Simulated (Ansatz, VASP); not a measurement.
**Two plane-wave programs on Na**

```
Na
1.0
     3.72720    0.00000    0.00000
    -1.86360    3.22785    0.00000
     0.00000    0.00000   24.17199
Na
8
Direct
  0.00000 0.00000 0.00000
  0.33333 0.66667 0.12500
  0.66667 0.33333 0.25000
  0.00000 0.00000 0.37500
  0.66667 0.33333 0.50000
  0.33333 0.66667 0.62500
  0.66667 0.33333 0.75000
  0.33333 0.66667 0.87500
```

Alike in both runs: functional PBEsol; k mesh 12 × 12 × 2; occupations gaussian, width 0.1 eV; no spin polarisation.

Ansatz relaxed the structure, and its values are those at the end. VASP's run is a single point on that final structure, the one shown.

```csv
,VASP,Ansatz
version,VASP 6.6.1,Ansatz 0.2.0
potentials or method,"VASP PAW PBE potentials, release 64 (Na_pv), cutoff 520 eV","scalar-relativistic, plane waves, PAW"
valence electrons in the cell,56,72
```

|  | VASP | Ansatz | Ansatz less VASP |
| --- | --- | --- | --- |
| gap on the k mesh at the Fermi level (eV) | none | none | - |
| pressure (GPa) | 0.0 | 0.0 | 0.00 |

VASP's potentials were made for PBE, not for PBEsol. A gap of «none» marks a metal or a gap that the smearing closes. With one functional, cell and mesh, what is left measures potentials, basis and numerics. VASP's potentials hold 56 valence electrons a cell and Ansatz's 72, so a difference there can come from the potentials and not from the codes.
